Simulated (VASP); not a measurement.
# Na in VASP: a series of runs

Runs on Na. Level: PBEsol. Tasks: single point.

All numbers are computed with VASP 6.6.1; they aren't measurements. Logs are shortened: lines on timing, memory, paths and dates and some standing lists are left out, and cuts for length are marked.

## (1) The cell of the first run

Symmetry: Im-3m, No. 229, cubic system. Conventional cell: a = 4.023 Å, b = 4.023 Å, c = 4.023 Å, α = 90.00°, β = 90.00°, γ = 90.00°. Within 4.6 Å of Na (site symmetry m-3m) lie 14 Na at 3.48 to 4.02 Å.

## (2) Single point, PBEsol (strain -0.050 along x and y, -0.050 along z)

Contents of INCAR:

```
ALGO = Fast ; EDIFF = 1E-7
ENCUT = 520 ; GGA = PS
ISIF = 2 ; ISMEAR = 0
LASPH = True ; LCHARG = True
LELF = True ; LREAL = False
LVHAR = True ; LWAVE = False
NBANDS = 10 ; NELM = 60
PREC = Accurate ; SIGMA = 0.15
```

Contents of KPOINTS:

```
k-points
0
Gamma
  16 16 16
```

Contents of POSCAR:

```
Na
1.0
   -2.0116250000      2.0116250000      2.0116250000
    2.0116250000     -2.0116250000      2.0116250000
    2.0116250000      2.0116250000     -2.0116250000
Na
1
Direct
    0.0000000000      0.0000000000      0.0000000000
```

Potentials or basis: VASP PAW PBE potentials, release 64 (Na_pv).

On the command line:

```console
$ cat potpaw_PBE.64/Na_pv/POTCAR > POTCAR
$ mpirun -np 1 vasp_std > vasp.out
```

OUTCAR:

```text
EDIFF = 1E-7
   ENCUT = 520
   GGA = PS
   ISIF = 2
   ISMEAR = 0
   LASPH = True
   LREAL = False
   NELM = 60
   PREC = Accurate

 ion  position               nearest neighbor table
   1  0.000  0.000  0.000-

  LATTYP: Found a body centered cubic cell.
 ALAT       =     4.0232500000

  Lattice vectors:

 A1 = (  -2.0116250000,   2.0116250000,   2.0116250000)
 A2 = (   2.0116250000,  -2.0116250000,   2.0116250000)
 A3 = (   2.0116250000,   2.0116250000,  -2.0116250000)

Analysis of symmetry for initial positions (statically):
=====================================================================
 Subroutine PRICEL returns:
 Original cell was already a primitive cell.

 Routine SETGRP: Setting up the symmetry group for a
 body centered cubic supercell.

 Subroutine GETGRP returns: Found 48 space group operations
 (whereof 48 operations were pure point group operations)
 out of a pool of 48 trial point group operations.

The static configuration has the point symmetry O_h .

Analysis of symmetry for dynamics (positions and initial velocities):
=====================================================================
 Subroutine PRICEL returns:
 Original cell was already a primitive cell.

 Routine SETGRP: Setting up the symmetry group for a
 body centered cubic supercell.

 Subroutine GETGRP returns: Found 48 space group operations
 (whereof 48 operations were pure point group operations)
 out of a pool of 48 trial point group operations.

The dynamic configuration has the point symmetry O_h .

 Subroutine INISYM returns: Found 48 space group operations
 (whereof 48 operations are pure point group operations),
 and found     1 'primitive' translations

----------------------------------------------------------------------------------------

                                     Primitive cell

  volume of cell :      32.5612

  direct lattice vectors                    reciprocal lattice vectors
    -2.011625000  2.011625000  2.011625000     0.000000000  0.248555272  0.248555272
     2.011625000 -2.011625000  2.011625000     0.248555272  0.000000000  0.248555272
     2.011625000  2.011625000 -2.011625000     0.248555272  0.248555272  0.000000000

  length of vectors
     3.484236706  3.484236706  3.484236706     0.351510237  0.351510237  0.351510237

  position of ions in fractional coordinates (direct lattice)
     0.000000000  0.000000000  0.000000000

  ion indices of the primitive-cell ions
[... 80 lines left out ...]
   ISIF   =      2    stress and relaxation
   ISYM   =      2    0-nonsym 1-usesym 2-fastsym
   POTIM  = 0.5000    time-step for ionic-motion
   TEBEG  =    0.0;   TEEND  =   0.0 temperature during run
   PSTRESS=    0.0 pullay stress
   NELECT =       7.0000    total number of electrons
   NUPDOWN=      -1.0000    fix difference up-down
   EMIN   =  10.00;   EMAX   =-10.00  energy-range for DOS
   EFERMI =   0.00;   METHOD = LEGACY
   ISMEAR =     0;   SIGMA  =   0.15  broadening in eV -4-tet -1-fermi 0-gaus
   EFERMI_NEDOS =   21; number of points for ismear=-14 and -15
   IALGO  =     68    algorithm
   IMIX   =      4    mixing-type and parameters
     AMIX     =   0.40;   BMIX     =  1.00
     AMIX_MAG =   1.60;   BMIX_MAG =  1.00
  volume/ion in A,a.u.               =      32.56       219.73
  Fermi-wavevector in a.u.,A,eV,Ry     =   0.980710  1.853273 13.085969  0.961792
  Thomas-Fermi vector in A             =   2.111661
   LORBIT       =      0    0 simple, 1 ext, 2 COOP (PROOUT), +10 PAW based schemes
   GGA     = PS    functional components
   LHFCALC =     F    Hartree Fock is set to
   AEXX    =    0.0000 exact exchange contribution
   IVDW    =     0    specifies the selected vdW correction
   LEPSILON=     F    determine dielectric tensor
   LRPA    =     F    only Hartree local field effects (RPA)
 non-spin polarized calculation
 RMM-DIIS sequential band-by-band and
 Gauss-broadening in eV      SIGMA  =   0.15
  energy-cutoff  :      520.00
  volume of cell :       32.56
 maximum number of plane-waves:       911
 NGX is ok and might be reduce to    28
   NGX = 13   NGY = 13   NGZ = 13

 number of electron       7.0000009 magnetization

 Free energy of the ion-electron system (eV)
  ---------------------------------------------------
  ext. energy  EPLUGINS =         0.00000000
  ---------------------------------------------------
  free energy    TOTEN  =        -1.39117774 eV

  energy without entropy =       -1.38641869  energy(sigma->0) =       -1.38879822

 E-fermi :   0.7013     XC(G=0):  -6.8543

 val. band max:        0.6905524315   @ k =  -0.3750   0.4375   0.1250
 cond. band min:       0.7547272879   @ k =  -0.4375   0.4375   0.0625
 fundamental gap:      0.0641748564
 Fermi energy:         0.7012900380

 k-point     1 :       0.0000    0.0000    0.0000
  band No.  band energies     occupation
      1     -23.9933      2.00000
      2     -23.9933      2.00000
      3     -23.9933      2.00000
      4      -2.8634      2.00000
      5      13.2993      0.00000
      6      13.2993      0.00000
      7      13.2993      0.00000
      8      14.3860      0.00000
      9      14.3861      0.00000
     10      14.9868      0.00000
[... 287 lines left out ...]
 k-point    24 :       0.2500    0.1875    0.0000
  band No.  band energies     occupation
      1     -24.0377      2.00000
      2     -24.0115      2.00000
      3     -23.9980      2.00000
      4      -0.1522      2.00000
      5       5.2767      0.00000
      6       6.6993      0.00000
      7      10.1401      0.00000
      8      12.9274      0.00000
      9      14.4905      0.00000
     10      16.5397      0.00000

 [... further k-points ...]

------------------------ aborting loop because EDIFF is reached ----------------------------------------

  FORCE on cell =-STRESS in cart. coord.  units (eV):
  Direction    XX          YY          ZZ          XY          YZ          ZX
  --------------------------------------------------------------------------------------
  -------------------------------------------------------------------------------------
  Total        0.2126361      0.2126361      0.2126361      0.0000000     -0.0000000     -0.0000000
  in kB       10.4627665     10.4627665     10.4627665      0.0000000     -0.0000000     -0.0000000
  external PRESSURE =      10.4627665 kB  Pullay stress =       0.0000000 kB

 VOLUME and BASIS-vectors are now :
 -----------------------------------------------------------------------------
  energy-cutoff  :      520.00
  volume of cell :       32.56
      direct lattice vectors                 reciprocal lattice vectors
    -2.011625000  2.011625000  2.011625000     0.000000000  0.248555272  0.248555272
     2.011625000 -2.011625000  2.011625000     0.248555272  0.000000000  0.248555272
     2.011625000  2.011625000 -2.011625000     0.248555272  0.248555272  0.000000000

 POSITION                                       TOTAL-FORCE (eV/Angst)
 -----------------------------------------------------------------------------------
      0.00000      0.00000      0.00000         0.000000     -0.000000      0.000000
 -----------------------------------------------------------------------------------
    total drift:                               -0.000000     -0.000000     -0.000000

  FREE ENERGIE OF THE ION-ELECTRON SYSTEM (eV)
  ---------------------------------------------------
  free  energy   TOTEN  =        -1.3911777436 eV

  energy  without entropy=       -1.3864186937  energy(sigma->0) =       -1.38879822
```

Run time: 74 s. Hardware: 1 thread of Intel Xeon 8259CL, shared host; peak memory 0.17 GiB.

What came out:

* Free energy: -1.3912 eV
* Pressure: 1.0 GPa
* Band gap on the k mesh: zero (an odd number of electrons rules out a gap without spin polarisation)

Levels at points of the mesh, in eV from the Fermi level:
```csv
k point,band 1,band 2,band 3,band 4,band 5,band 6
"(0.00, 0.00, 0.00)",-24.69,-24.69,-24.69,-3.56,12.60,12.60
"(0.50, 0.00, 0.00)",-24.75,-24.71,-24.69,0.78,1.37,8.75
"(0.50, 0.50, 0.50)",-24.74,-24.74,-24.74,4.73,4.73,5.35
```

Caveat: the cell differs from its parent crystal (strain -0.050 along x and y, -0.050 along z); the PAW data sets were made with another functional, which shifts forces and pressure a little.

## (3) Single point, PBEsol (strain -0.025 along x and y, -0.025 along z)

Contents of INCAR:

```
PREC = Accurate ; ENCUT = 520
EDIFF = 1E-7 ; ISMEAR = 0
SIGMA = 0.15 ; LREAL = False
LASPH = True ; NELM = 100
ALGO = Normal ; ISIF = 2
LWAVE = False ; LCHARG = False
GGA = PS ; NBANDS = 10
```

Contents of KPOINTS:

```
regular mesh
0
Gamma
  16 16 16
```

Contents of POSCAR:

```
Na
1.0
   -2.0645625000      2.0645625000      2.0645625000
    2.0645625000     -2.0645625000      2.0645625000
    2.0645625000      2.0645625000     -2.0645625000
Na
1
Direct
    0.0000000000      0.0000000000      0.0000000000
```

Potentials or basis: VASP PAW PBE potentials, release 64 (Na_pv).

On the command line:

```console
$ cat potpaw_PBE.64/Na_pv/POTCAR > POTCAR
$ mpirun -np 1 vasp_std > vasp.out
```

Wall time 47 s (1 thread of Intel Xeon 8259CL, shared host); peak memory 0.17 GiB.

The run converged. Its results:

```
Free energy            : -1.4015 eV
Pressure               : 0.3 GPa
Band gap on the k mesh : zero (an odd number of electrons rules out a gap without spin polarisation)
```

Levels at points of the mesh, in eV from the Fermi level:
```csv
k point,band 1,band 2,band 3,band 4,band 5,band 6
"(0.00, 0.00, 0.00)",-24.75,-24.75,-24.75,-3.39,12.07,12.07
"(0.50, 0.00, 0.00)",-24.79,-24.76,-24.75,0.76,1.28,8.42
"(0.50, 0.50, 0.50)",-24.78,-24.78,-24.78,4.60,4.60,5.07
```

Caveat: the cell differs from its parent crystal (strain -0.025 along x and y, -0.025 along z); the PAW data sets were made with another functional, which shifts forces and pressure a little.

[end of part 1 of 3]

The gap in the log of VASP goes by the Fermi energy; the results here count the filled bands.